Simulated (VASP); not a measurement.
MnHg: single point with PBE

Crystal: MnHg.

```xyz
2
Lattice="3.3150 0.0000 0.0000 0.0000 3.3150 0.0000 0.0000 0.0000 3.3150" Properties=species:S:1:pos:R:3 pbc="T T T"
Mn    1.6575    1.6575    1.6575
Hg    0.0000    0.0000    0.0000
```

- Program: VASP 6.6.1
- Task: single point
- Functional: PBE
- Potentials or basis: VASP PAW PBE potentials, release 64 (Mn_pv, Hg)
- Cutoff: 520 eV
- k mesh: 10 × 10 × 10
- Occupations: fermi-dirac, width 0.1 eV
- Spin: collinear spin, ferromagnetic start
- Starting moments: [4.47, 0.0] μB
- Fixed moment: 4.47 μB
- Dipole correction: no
- Further INCAR settings: ALGO = Normal; EDIFF = 1e-06; NBANDS = 24

```
Pressure                                              : 5.2 GPa
Net moment                                            : 4.47 μB per cell
Site moments                                          : Mn +4.10; Hg +0.06 μB
Valence electrons inside the program's atomic spheres : Mn 11.38; Hg 10.61
```

It took 110 s on 1 thread of Intel(R) Xeon(R) Platinum 8488C (Sapphire Rapids), with other jobs on the host, peak memory 0.22 GiB.

Caveat: the cell stands under pressure; the total moment is fixed, so each spin has its own Fermi level.
